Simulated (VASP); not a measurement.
# CaF (Pm-3m) in VASP: further runs, part 2 of 2

VASP 6.6.1.

**3. Relaxation of cell and atoms, PBE**

This run uses another cell than the first one, of 19.24 Å³/atom.

Contents of INCAR:

```
PREC = Accurate ; ENCUT = 600
EDIFF = 1E-7 ; ISMEAR = 0
SIGMA = 0.1 ; LREAL = F
LASPH = T ; NELM = 120
ALGO = Normal ; ISIF = 3
LWAVE = F ; LCHARG = F
GGA = PE ; IBRION = 2
NSW = 100 ; EDIFFG = -0.01
GGA_COMPAT = F ; NELMIN = 4
```

Contents of KPOINTS:

```
Automatic mesh
0
Gamma
  16 16 16
```

Contents of POSCAR:

```
CaF
1.0
    3.3761226950      0.0000000000      0.0000000000
    0.0000000000      3.3761226950      0.0000000000
    0.0000000000      0.0000000000      3.3761226950
Ca F
1 1
Direct
    0.5000000000      0.5000000000      0.5000000000
    0.0000000000      0.0000000000      0.0000000000
```

Potentials or basis: VASP PAW PBE potentials, release 64 (Ca_sv, F).

On the command line:

```sh
$ cat potpaw_PBE.64/Ca_sv/POTCAR potpaw_PBE.64/F/POTCAR > POTCAR
$ mpirun -np 1 vasp_std > vasp.out
```

OUTCAR:

```text
PREC = Accurate
   ENCUT = 600
   EDIFF = 1E-7
   ISMEAR = 0
   LREAL = F
   LASPH = T
   NELM = 120
   ISIF = 3
   GGA = PE
   IBRION = 2
   NSW = 100
   EDIFFG = -0.01
   NELMIN = 4

 ion  position               nearest neighbor table
   1  0.500  0.500  0.500-
   2  0.000  0.000  0.000-

  LATTYP: Found a simple cubic cell.
 ALAT       =     3.3761226950

  Lattice vectors:

 A1 = (   3.3761226950,   0.0000000000,   0.0000000000)
 A2 = (   0.0000000000,   3.3761226950,   0.0000000000)
 A3 = (   0.0000000000,   0.0000000000,   3.3761226950)

Analysis of symmetry for initial positions (statically):
=====================================================================
 Subroutine PRICEL returns:
 Original cell was already a primitive cell.

 Routine SETGRP: Setting up the symmetry group for a
 simple cubic supercell.

 Subroutine GETGRP returns: Found 48 space group operations
 (whereof 48 operations were pure point group operations)
 out of a pool of 48 trial point group operations.

The static configuration has the point symmetry O_h .

Analysis of symmetry for dynamics (positions and initial velocities):
=====================================================================
[... 215 lines left out ...]
      1     -38.2967      2.00000
      2     -20.4384      2.00000
      3     -19.1586      2.00000
      4     -19.1586      2.00000
      5     -19.1586      2.00000
      6      -1.7252      2.00000
      7      -1.7252      2.00000
      8      -1.7252      2.00000
      9       1.9684      2.00000
     10       4.3944      2.00000
     11       4.3944      2.00000
     12       8.1636      0.00000
[... 331 lines left out ...]
 k-point    24 :       0.5000    0.1250    0.0000
  band No.  band energies     occupation
      1     -38.2614      2.00000
      2     -20.5377      2.00000
      3     -19.2679      2.00000
      4     -19.1743      2.00000
      5     -19.1251      2.00000
      6      -2.8899      2.00000
      7      -1.8625      2.00000
      8      -1.7314      2.00000
      9       4.9812      0.00331
     10       5.3636      0.00000
     11       5.8712      0.00000
     12       7.3459      0.00000

 [... further k-points ...]
[... 5 lines left out ...]
  --------------------------------------------------------------------------------------
  -------------------------------------------------------------------------------------
  Total       -0.0148295     -0.0148295     -0.0148295      0.0000000      0.0000000      0.0000000
  in kB       -0.6184711     -0.6184711     -0.6184711      0.0000000      0.0000000      0.0000000
  external PRESSURE =      -0.6184711 kB  Pullay stress =       0.0000000 kB

 VOLUME and BASIS-vectors are now :
 -----------------------------------------------------------------------------
  energy-cutoff  :      600.00
  volume of cell :       38.42
      direct lattice vectors                 reciprocal lattice vectors
     3.374211975  0.000000000 -0.000000000     0.296365494 -0.000000000 -0.000000000
     0.000000000  3.374211975 -0.000000000    -0.000000000  0.296365494 -0.000000000
     0.000000000  0.000000000  3.374211975     0.000000000  0.000000000  0.296365494

 POSITION                                       TOTAL-FORCE (eV/Angst)
 -----------------------------------------------------------------------------------
      1.68711      1.68711      1.68711         0.000000      0.000000      0.000000
      0.00000      0.00000      0.00000        -0.000000     -0.000000      0.000000
 -----------------------------------------------------------------------------------
    total drift:                                0.000000      0.000000      0.000000

  FREE ENERGIE OF THE ION-ELECTRON SYSTEM (eV)
  ---------------------------------------------------
  free  energy   TOTEN  =        -7.4884501949 eV

  energy  without entropy=       -7.4765002094  energy(sigma->0) =       -7.48247520

 reached required accuracy - stopping structural energy minimisation
```

CONTCAR:

```text
CaF
   1.00000000000000
     3.3742119749921793    0.0000000000000000   -0.0000000000000000
     0.0000000000000000    3.3742119749921793   -0.0000000000000000
     0.0000000000000000    0.0000000000000000    3.3742119749921793
  Ca              F
     1     1
Direct
     0.5000000000000000    0.5000000000000000    0.5000000000000000
     0.0000000000000000    0.0000000000000000    0.0000000000000000

  0.00000000E+00  0.00000000E+00  0.00000000E+00
  0.00000000E+00  0.00000000E+00  0.00000000E+00
```

Wall time 2 min (1 thread of AMD EPYC 9755, shared host); peak memory 0.21 GiB.

Results:

```yaml
Free_energy: -7.4885 eV
Relaxed_volume: 19.21 Å³/atom
Relaxed_cell: a = 3.374 Å, b = 3.374 Å, c = 3.374 Å, α = 90.00°, β = 90.00°, γ = 90.00°
Space_group_after_relaxing_to_0.1_Å: Pm-3m (No. 221)
Energy_gained_by_relaxing: 0.0 meV/atom
Ionic_steps: 2
Pressure_after_relaxing: -0.1 GPa
Band_gap_on_the_k_mesh: zero (an odd number of electrons rules out a gap without spin polarisation)
```

Final structure:
```
Ca F
1.0
     3.37421    0.00000    0.00000
     0.00000    3.37421    0.00000
     0.00000    0.00000    3.37421
Ca F
1 1
Direct
  0.50000 0.50000 0.50000
  0.00000 0.00000 0.00000
```

Caveat: an odd number of electrons without spin polarisation forces a metal; a magnetic or distorted state may lie lower.
